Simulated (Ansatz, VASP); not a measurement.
Te2Mo: VASP beside Ansatz

The input INCAR:

```
PREC = Accurate
ENCUT = 400
EDIFF = 1E-6
ISMEAR = 0
SIGMA = 0.05
LREAL = F
LASPH = T
NELM = 120
ALGO = Normal
ISIF = 2
LWAVE = F
LCHARG = F
GGA = PE
NBANDS = 35
GGA_COMPAT = F
NELMDL = -8
```

File KPOINTS:

```
Automatic mesh
0
Gamma
  10 20 1
```

The input POSCAR:

```
Te2Mo
1.0
    6.3300000000      0.0000000000      0.0000000000
    0.0000000000      3.4690000000      0.0000000000
    0.0000000000      0.0000000000     17.1040376200
Te Mo
4 2
Direct
    0.0789964700      0.7500000000      0.3800272300
    0.9210035300      0.2500000000      0.6199727700
    0.5719302600      0.2500000000      0.4155178300
    0.4280697400      0.7500000000      0.5844821700
    0.8171128300      0.7500000000      0.5053357200
    0.1828871700      0.2500000000      0.4946642800
```

Input for Ansatz:

```yaml
crystal:
  lattice:
    - [6.33, 0.0, 0.0]
    - [0.0, 3.469, 0.0]
    - [0.0, 0.0, 17.10403762]
  atoms:
    - { symbol: Te, position: [0.07899647, 0.75, 0.38002723] }
    - { symbol: Te, position: [0.92100353, 0.25, 0.61997277] }
    - { symbol: Te, position: [0.57193026, 0.25, 0.41551783] }
    - { symbol: Te, position: [0.42806974, 0.75, 0.58448217] }
    - { symbol: Mo, position: [0.81711283, 0.75, 0.50533572] }
    - { symbol: Mo, position: [0.18288717, 0.25, 0.49466428] }
basis:
  ecutwfc: 420
kpoints:
  mp_grid: { grid: [10, 20, 1] }
hamiltonian:
  xc: pbe
scf:
  occupations: { method: gaussian, width: 0.05 }
output:
  forces: true
  eigenvalues: true
  eigenstates:
    nscf_kmesh: { grid: [22, 38, 1] }
    top_band: c6
    de_dk: true
    localisation: true
checkpoint:
  write: ck
  compress: false
  write_wavefunctions: false
  write_every: 100000
```

Alike in both runs: task single point; functional PBE; k mesh 10 × 20 × 1; occupations gaussian, width 0.05 eV; no spin polarisation.

|  | VASP | Ansatz |
| --- | --- | --- |
| version | VASP 6.6.1 | Ansatz 0.2.0 |
| potentials or method | VASP PAW PBE potentials, release 64 (Te, Mo_sv), cutoff 400 eV | scalar-relativistic, plane waves, PAW |
| valence electrons in the cell | 52 | 92 |

VASP gave:

- rms of the force components (eV/Å): 0.190

Problem. Estimate Ansatz's values.

Solution. rms of the force components (eV/Å): 0.187.

Atom by atom the forces differ by 0.006 eV/Å (rms over components). VASP's potentials hold 52 valence electrons a cell and Ansatz's 92, so a difference there can come from the potentials and not from the codes.

Spin-orbit coupling is off throughout.
